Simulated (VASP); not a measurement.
# Pt (P6_3/mmc) in VASP: notebook

Pt is run at these levels: PBEsol; tasks: single point.

Program: VASP 6.6.1. These are calculated values, not measurements. Logs are shortened: lines on timing, memory, paths and dates and some standing lists are left out, and cuts for length are marked.

### Step 1. The cell of the first run

The structure is hexagonal, space group P6_3/mmc (No. 194). The conventional cell has a = 2.650 Å, b = 2.650 Å, c = 4.792 Å, α = 90.00°, β = 90.00°, γ = 120.00°. Pt (site symmetry -6m2) has 12 Pt at 2.65 to 2.84 Å within 3.5 Å.

### Step 2. Single point, PBEsol (strain -0.040 along x and y, +0.000 along z)

INCAR

```
SYSTEM = Pt
PREC = Accurate
ENCUT = 520
EDIFF = 1E-7
ISMEAR = 0
SIGMA = 0.15
LREAL = .False.
LASPH = .True.
NELM = 60
ALGO = Normal
ISIF = 2
LWAVE = .False.
LCHARG = .False.
GGA = PS
NBANDS = 17
```

KPOINTS

```
regular mesh
0
Gamma
  18 18 10
  0 0 0
```

POSCAR

```
Pt
1.0
    2.6502389911      0.0000000000      0.0000000000
   -1.3251194956      2.2951742924      0.0000000000
    0.0000000000      0.0000000000      4.7921340000
Pt
2
Direct
    0.6666666667      0.3333333333      0.7500000000
    0.3333333333      0.6666666667      0.2500000000
```

Potentials or basis: VASP PAW PBE potentials, release 64 (Pt).

Started as:

```console
cat potpaw_PBE.64/Pt/POTCAR > POTCAR
mpirun -np 1 vasp_std > vasp.out
```

OUTCAR:

```text
SYSTEM = Pt
   PREC = Accurate
   ENCUT = 520
   EDIFF = 1E-7
   ISMEAR = 0
   LREAL = .False.
   LASPH = .True.
   NELM = 60
   ISIF = 2
   GGA = PS

 ion  position               nearest neighbor table
   1  0.667  0.333  0.750-   2 2.84   2 2.84   2 2.84   2 2.84   2 2.84   2 2.84
   2  0.333  0.667  0.250-   1 2.84   1 2.84   1 2.84   1 2.84   1 2.84   1 2.84

  LATTYP: Found a hexagonal cell.
 ALAT       =     2.6502389911
 C/A-ratio  =     1.8081893807

  Lattice vectors:

 A1 = (   2.6502389911,   0.0000000000,   0.0000000000)
 A2 = (  -1.3251194956,   2.2951742924,   0.0000000000)
 A3 = (   0.0000000000,   0.0000000000,   4.7921340000)

Analysis of symmetry for initial positions (statically):
=====================================================================
 Subroutine PRICEL returns:
 Original cell was already a primitive cell.

 Routine SETGRP: Setting up the symmetry group for a
 hexagonal supercell.

 Subroutine GETGRP returns: Found 24 space group operations
 (whereof 12 operations were pure point group operations)
 out of a pool of 24 trial point group operations.

The static configuration has the point symmetry D_3d.
 The point group associated with its full space group is D_6h.

Analysis of symmetry for dynamics (positions and initial velocities):
=====================================================================
 Subroutine PRICEL returns:
 Original cell was already a primitive cell.

 Routine SETGRP: Setting up the symmetry group for a
 hexagonal supercell.

 Subroutine GETGRP returns: Found 24 space group operations
 (whereof 12 operations were pure point group operations)
 out of a pool of 24 trial point group operations.

The dynamic configuration has the point symmetry D_3d.
 The point group associated with its full space group is D_6h.

 Subroutine INISYM returns: Found 24 space group operations
 (whereof 12 operations are pure point group operations),
 and found     1 'primitive' translations

----------------------------------------------------------------------------------------

                                     Primitive cell

  volume of cell :      29.1494

  direct lattice vectors                    reciprocal lattice vectors
     2.650238991  0.000000000  0.000000000     0.377324461  0.217848379  0.000000000
    -1.325119496  2.295174292  0.000000000     0.000000000  0.435696759  0.000000000
     0.000000000  0.000000000  4.792134000     0.000000000  0.000000000  0.208675300

  length of vectors
     2.650238991  2.650238991  4.792134000     0.435696759  0.435696759  0.208675300

  position of ions in fractional coordinates (direct lattice)
     0.666666667  0.333333333  0.750000000
     0.333333333  0.666666667  0.250000000

  ion indices of the primitive-cell ions
   primitive index   ion index
                 1           1
                 2           2

----------------------------------------------------------------------------------------

 KPOINTS: regular mesh

Automatic generation of k-mesh.
 Grid dimensions read from file:
 generate k-points for:   18   18   10

 Generating k-lattice:

  Cartesian coordinates                     Fractional coordinates (reciprocal lattice)
     0.020962470  0.012102688  0.000000000     0.055555556 -0.000000000  0.000000000
     0.000000000  0.024205375  0.000000000     0.000000000  0.055555556  0.000000000
     0.000000000  0.000000000  0.020867530     0.000000000  0.000000000  0.100000000

  Length of vectors
     0.024205375  0.024205375  0.020867530

  Shift w.r.t. Gamma in fractional coordinates (k-lattice)
     0.000000000  0.000000000  0.000000000

 Subroutine IBZKPT returns following result:
 ===========================================

 Found    222 irreducible k-points:

 Following reciprocal coordinates:
            Coordinates               Weight
  0.000000  0.000000  0.000000      1.000000
  0.055556 -0.000000  0.000000      6.000000
  0.111111 -0.000000  0.000000      6.000000
  0.166667 -0.000000  0.000000      6.000000
  0.222222 -0.000000  0.000000      6.000000
  0.277778 -0.000000  0.000000      6.000000
[... 16 lines left out ...]
  0.333333  0.111111  0.000000     12.000000
  0.388889  0.111111  0.000000     12.000000
 [... further k-points ...]
   k-points           NKPTS =    222   k-points in BZ     NKDIM =    222   number of bands    NBANDS=     17
   number of dos      NEDOS =    301   number of ions     NIONS =      2
   total plane-waves  NPLWV =  14400
   dimension x,y,z NGX =    20 NGY =   20 NGZ =   36
   dimension x,y,z NGXF=    40 NGYF=   40 NGZF=   72
   ions per type =               2
   NGX,Y,Z   is equivalent  to a cutoff of  12.55, 12.55, 12.49 a.u.
   NGXF,Y,Z  is equivalent  to a cutoff of  25.09, 25.09, 24.98 a.u.
 SYSTEM =  Pt
   PREC   = accura    normal or accurate (medium, high low for compatibility)
   ISTART =      0    job   : 0-new  1-cont  2-samecut
   ICHARG =      2    charge: 1-file 2-atom 10-const
   ISPIN  =      1    spin polarized calculation?
   LNONCOLLINEAR =      F non collinear calculations
   LSORBIT =      F    spin-orbit coupling
   LASPH  =      T    aspherical Exc in radial PAW
   ENCUT  =  520.0 eV  38.22 Ry    6.18 a.u.   4.93  4.93  8.91*2*pi/ulx,y,z
   NELM   =     60;   NELMIN=  2; NELMDL= -5     # of ELM steps
   EDIFF  = 0.1E-06   stopping-criterion for ELM
   LREAL  =      F    real-space projection
   EDIFFG = 0.1E-05   stopping-criterion for IOM
   NSW    =      0    number of steps for IOM
   IBRION =     -1    ionic relax: 0-MD 1-quasi-New 2-CG
   NFREE  =      0    steps in history (QN), initial steepest desc. (CG)
   ISIF   =      2    stress and relaxation
   ISYM   =      2    0-nonsym 1-usesym 2-fastsym
   POTIM  = 0.5000    time-step for ionic-motion
   TEBEG  =    0.0;   TEEND  =   0.0 temperature during run
   PSTRESS=    0.0 pullay stress
   NELECT =      20.0000    total number of electrons
   NUPDOWN=      -1.0000    fix difference up-down
   EMIN   =  10.00;   EMAX   =-10.00  energy-range for DOS
   EFERMI =   0.00;   METHOD = LEGACY
   ISMEAR =     0;   SIGMA  =   0.15  broadening in eV -4-tet -1-fermi 0-gaus
   EFERMI_NEDOS =   21; number of points for ismear=-14 and -15
   IALGO  =     38    algorithm
   IMIX   =      4    mixing-type and parameters
     AMIX     =   0.40;   BMIX     =  1.00
     AMIX_MAG =   1.60;   BMIX_MAG =  1.00
  volume/ion in A,a.u.               =      14.57        98.35
  Fermi-wavevector in a.u.,A,eV,Ry     =   1.443915  2.728604 28.366655  2.084890
  Thomas-Fermi vector in A             =   2.562269
   LORBIT       =      0    0 simple, 1 ext, 2 COOP (PROOUT), +10 PAW based schemes
   GGA     = PS    functional components
   LHFCALC =     F    Hartree Fock is set to
   AEXX    =    0.0000 exact exchange contribution
   IVDW    =     0    specifies the selected vdW correction
   LEPSILON=     F    determine dielectric tensor
   LRPA    =     F    only Hartree local field effects (RPA)
 non-spin polarized calculation
 Gauss-broadening in eV      SIGMA  =   0.15
  energy-cutoff  :      520.00
  volume of cell :       29.15
 maximum number of plane-waves:       801
 NGX is ok and might be reduce to    20
   NGX =  9   NGY =  9   NGZ = 17

 number of electron      20.0000003 magnetization

 Free energy of the ion-electron system (eV)
  ---------------------------------------------------
  ext. energy  EPLUGINS =         0.00000000
  ---------------------------------------------------
  free energy    TOTEN  =       -13.73205681 eV

  energy without entropy =      -13.70038072  energy(sigma->0) =      -13.71621876

 E-fermi :  11.7116     XC(G=0): -13.8185

 val. band max:       11.7115744518   @ k =   0.3889   0.2222   0.4000
 cond. band min:      11.7123760483   @ k =   0.2222   0.2222   0.5000
 fundamental gap:      0.0008015964
 Fermi energy:        11.7115892381

 k-point     1 :       0.0000    0.0000    0.0000
  band No.  band energies     occupation
      1       1.0681      2.00000
      2       3.6314      2.00000
      3       6.9176      2.00000
      4       7.7883      2.00000
      5       7.7883      2.00000
      6       8.1404      2.00000
[... 9 lines left out ...]
     16      28.9002      0.00000
     17      34.2716      0.00000

 k-point     2 :       0.0556   -0.0000    0.0000
  band No.  band energies     occupation
      1       1.1953      2.00000
      2       3.7548      2.00000
      3       6.9466      2.00000
      4       7.7378      2.00000
      5       7.8902      2.00000
      6       8.0685      2.00000
[... 9 lines left out ...]
     16      29.1173      0.00000
     17      33.4277      0.00000

 k-point     3 :       0.1111   -0.0000    0.0000
  band No.  band energies     occupation
      1       1.5659      2.00000
      2       4.1032      2.00000
      3       6.9700      2.00000
      4       7.6493      2.00000
      5       7.9153      2.00000
      6       8.1911      2.00000
[... 9 lines left out ...]
     16      29.6285      0.00000
     17      31.7830      0.00000

 k-point     4 :       0.1667   -0.0000    0.0000
  band No.  band energies     occupation
      1       2.1440      2.00000
      2       4.5890      2.00000
      3       6.8895      2.00000
      4       7.4631      2.00000
      5       7.8418      2.00000
      6       8.0275      2.00000
[... 9 lines left out ...]
     16      29.9475      0.00000
     17      30.5224      0.00000
[... 343 lines left out ...]
      1       4.5097      2.00000
      2       5.2158      2.00000
      3       5.9403      2.00000
      4       7.0295      2.00000
      5       7.6845      2.00000
      6       7.9172      2.00000
[... 9 lines left out ...]
     16      26.9332      0.00000
     17      28.6157      0.00000

 k-point    23 :       0.3333    0.1111    0.0000
  band No.  band energies     occupation
      1       4.7611      2.00000
      2       4.9950      2.00000
      3       5.6157      2.00000
      4       7.4974      2.00000
      5       7.7739      2.00000
      6       8.1994      2.00000
[... 9 lines left out ...]
     16      26.2562      0.00000
     17      26.4292      0.00000

 k-point    24 :       0.3889    0.1111    0.0000
  band No.  band energies     occupation
      1       4.7556      2.00000
      2       4.9025      2.00000
      3       5.4174      2.00000
      4       7.7086      2.00000
      5       8.0328      2.00000
      6       8.2931      2.00000
[... 9 lines left out ...]
     16      24.7819      0.00000
     17      25.7378      0.00000

 [... further k-points ...]
[... 5 lines left out ...]
  --------------------------------------------------------------------------------------
  -------------------------------------------------------------------------------------
  Total        3.4778239      3.4778239      0.5191362     -0.0000000      0.0000000      0.0000000
  in kB      191.1562532    191.1562532     28.5339742     -0.0000000      0.0000000      0.0000000
  external PRESSURE =     136.9488268 kB  Pullay stress =       0.0000000 kB

 VOLUME and BASIS-vectors are now :
 -----------------------------------------------------------------------------
  energy-cutoff  :      520.00
  volume of cell :       29.15
      direct lattice vectors                 reciprocal lattice vectors
     2.650238991  0.000000000  0.000000000     0.377324461  0.217848379  0.000000000
    -1.325119496  2.295174292  0.000000000     0.000000000  0.435696759  0.000000000
     0.000000000  0.000000000  4.792134000     0.000000000  0.000000000  0.208675300

 POSITION                                       TOTAL-FORCE (eV/Angst)
 -----------------------------------------------------------------------------------
      1.32512      0.76506      3.59410         0.000000      0.000000      0.000000
     -0.00000      1.53012      1.19803        -0.000000     -0.000000      0.000000
 -----------------------------------------------------------------------------------
    total drift:                               -0.000000      0.000000     -0.000000

  FREE ENERGIE OF THE ION-ELECTRON SYSTEM (eV)
  ---------------------------------------------------
  free  energy   TOTEN  =       -13.7320568061 eV

  energy  without entropy=      -13.7003807238  energy(sigma->0) =      -13.71621876
```

Wall time 33 s (1 thread of Intel Xeon 6975P-C (Granite Rapids), shared host); peak memory 0.2 GiB.

Results:

```
Free energy            : -13.7321 eV
Pressure               : 13.7 GPa
Band gap on the k mesh : zero (band 10 reaches 12.49 eV, above the bottom of band 11 at 10.93 eV)
```

Levels at points of the mesh, in eV from the Fermi level:
```tsv
k point	band 6	band 7	band 8	band 9	band 10	band 11	band 12	band 13	band 14	band 15
(0.00, 0.00, 0.00)	-3.57	-3.57	-1.72	-1.72	-1.43	-0.18	-0.18	4.66	14.97	15.18
(0.50, 0.00, 0.00)	-3.24	-2.83	-0.08	0.59	0.77	2.48	4.12	7.69	8.87	10.19
(0.00, 0.00, 0.50)	-3.88	-3.88	-3.88	-0.78	-0.78	-0.78	-0.78	11.56	11.56	15.66
(0.50, 0.00, 0.50)	-1.90	-1.04	-1.04	0.70	0.70	1.65	1.65	7.29	7.29	13.94
```

Caveat: the cell differs from its parent crystal (strain -0.040 along x and y, +0.000 along z); the PAW data sets were made with another functional, which shifts forces and pressure a little; spin-orbit coupling is left out, which moves the levels of the heavy elements.

### Step 3. Single point, PBEsol (strain +0.000 along x and y, -0.040 along z)

INCAR

```
SYSTEM = Pt
ALGO = Fast
EDIFF = 1E-6
ENCUT = 520
GGA = PS
ISIF = 2
ISMEAR = 0
LASPH = .True.
LCHARG = .False.
LREAL = .False.
LWAVE = .False.
NBANDS = 17
NELM = 80
PREC = Accurate
SIGMA = 0.15
```

KPOINTS

```
k-points
0
Gamma
  18 18 10
  0 0 0
```

POSCAR

```
Pt
1.0
    2.7606656158      0.0000000000      0.0000000000
   -1.3803328079      2.3908065546      0.0000000000
    0.0000000000      0.0000000000      4.6004486400
Pt
2
Direct
    0.6666666667      0.3333333333      0.7500000000
    0.3333333333      0.6666666667      0.2500000000
```

Potentials or basis: VASP PAW PBE potentials, release 64 (Pt).

Started as:

```console
cat potpaw_PBE.64/Pt/POTCAR > POTCAR
mpirun -np 1 vasp_std > vasp.out
```

It took 44 s on 1 thread of Intel Xeon 6975P-C (Granite Rapids), shared host; peak memory 0.21 GiB.

Results (log left out):

```yaml
Free_energy: -13.8064 eV
Pressure: -1.5 GPa
Band_gap_on_the_k_mesh: zero (band 10 reaches 11.35 eV, above the bottom of band 11 at 10.06 eV)
```

Stress tensor (GPa, compression positive):
```
-3.52  0.00  0.00
 0.00 -3.52  0.00
 0.00  0.00  2.60
```

Levels at points of the mesh, in eV from the Fermi level:
| k point | band 7 | band 8 | band 9 | band 10 | band 11 | band 12 | band 13 | band 14 |
| --- | --- | --- | --- | --- | --- | --- | --- | --- |
| (0.00, 0.00, 0.00) | -3.17 | -2.22 | -2.22 | -0.67 | -0.27 | -0.27 | 5.42 | 14.80 |
| (0.50, 0.00, 0.00) | -3.00 | 0.12 | 0.14 | 0.39 | 2.22 | 3.68 | 7.51 | 9.27 |
| (0.00, 0.00, 0.50) | -3.69 | -3.69 | -0.90 | -0.90 | -0.90 | -0.90 | 12.97 | 12.97 |
| (0.50, 0.00, 0.50) | -0.99 | -0.99 | 0.28 | 0.28 | 1.63 | 1.63 | 6.54 | 6.54 |

Caveat: the cell differs from its parent crystal (strain +0.000 along x and y, -0.040 along z); the PAW data sets were made with another functional, which shifts forces and pressure a little; spin-orbit coupling is left out, which moves the levels of the heavy elements.

(Continued in part 2 of 2.)
